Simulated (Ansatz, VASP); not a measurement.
**Ni: VASP beside Ansatz**

Contents of POSCAR:

```
Ni
1.0
    2.4175772212      0.0137669783      0.0209449749
   -1.1968685439      2.0622114794      0.0122794657
    0.0348517194      0.0437069114      3.9893887689
Ni
2
Direct
    0.3333333333      0.6968100000      0.2530300000
    0.6538500000      0.3664800000      0.7630500000
```

File INCAR.step1:

```
SYSTEM = Ni
  ALGO = Normal
  EDIFF = 1E-4
  ENCUT = 520
  GGA = PE
  ISMEAR = -1
  ISPIN = 2
  LASPH = .TRUE.
  LCHARG = .FALSE.
  LMAXMIX = 4
  LREAL = .FALSE.
  LWAVE = .TRUE.
  MAGMOM = 1 1
  NBANDS = 21
  NELM = 150
  PREC = Accurate
  SIGMA = 0.1
```

INCAR.step2

```
SYSTEM = Ni
  ALGO = Normal
  EDIFF = 1E-7
  ENCUT = 520
  ISIF = 2
  ISMEAR = -1
  ISPIN = 2
  ISTART = 1
  LASPH = .TRUE.
  LCHARG = .FALSE.
  LMAXMIX = 4
  LMIXTAU = .TRUE.
  LORBIT = 11
  LREAL = .FALSE.
  LWAVE = .FALSE.
  MAGMOM = 1 1
  METAGGA = R2SCAN
  NBANDS = 21
  NELM = 150
  PREC = Accurate
  SIGMA = 0.1
```

The input KPOINTS:

```
k-points
0
G
  9 9 5
  0 0 0
```

Input for Ansatz:

```yaml
crystal:
  lattice:
    - [2.417577221196591, 0.013766978254350803, 0.020944974893131244]
    - [-1.1968685438574003, 2.0622114793968294, 0.012279465738108404]
    - [0.03485171942417596, 0.043706911383283406, 3.9893887688963794]
  atoms:
    - { symbol: Ni, position: [0.3333333333333333, 0.69681, 0.25303], spin: 1.0 }
    - { symbol: Ni, position: [0.65385, 0.36648, 0.76305], spin: 1.0 }
basis:
  ecutwfc: 650.0
  xc_grid: 2
kpoints:
  mp_grid:
    grid: [9, 9, 5]
hamiltonian:
  xc: r2scan
magnetization:
  spin_polarized: true
scf:
  convergence:
    dr2_threshold: 1.0e-09
  occupations:
    method: fermi_dirac
    width: 0.1
output:
  forces: true
  stress: true
```

Alike in both runs: task single point; functional r2SCAN; k mesh 9 × 9 × 5; occupations fermi-dirac, width 0.1 eV; collinear spin.

|  | VASP | Ansatz |
| --- | --- | --- |
| version | VASP 6.6.1 | Ansatz 0.2.0 |
| potentials or method | VASP PAW PBE potentials, release 64 (Ni), cutoff 520 eV | plane waves, PAW |
| valence electrons in the cell | 20 | 36 |

|  | VASP | Ansatz | Ansatz less VASP |
| --- | --- | --- | --- |
| pressure (GPa) | 14.1 | 13.9 | -0.17 |
| traceless stress, the component that is largest in VASP (GPa) | -2.10 | -2.08 | +0.020 |
| rms of the force components (eV/Å) | 0.284 | 0.280 | -0.0042 |
| net moment per atom (μB) | 0.61 | 0.64 | +0.030 |
| size of the moment on the site where the two differ most (μB) | 0.62 | 0.70 | +0.080 |

VASP's potentials were made for PBE, not for r2SCAN. Site moments also hang on the region over which each program counts them. Atom by atom the forces differ by 0.005 eV/Å (rms over components). VASP's potentials hold 20 valence electrons a cell and Ansatz's 36, so a difference there can come from the potentials and not from the codes. Ansatz's warnings: stability check not made, stress scf threshold loose.
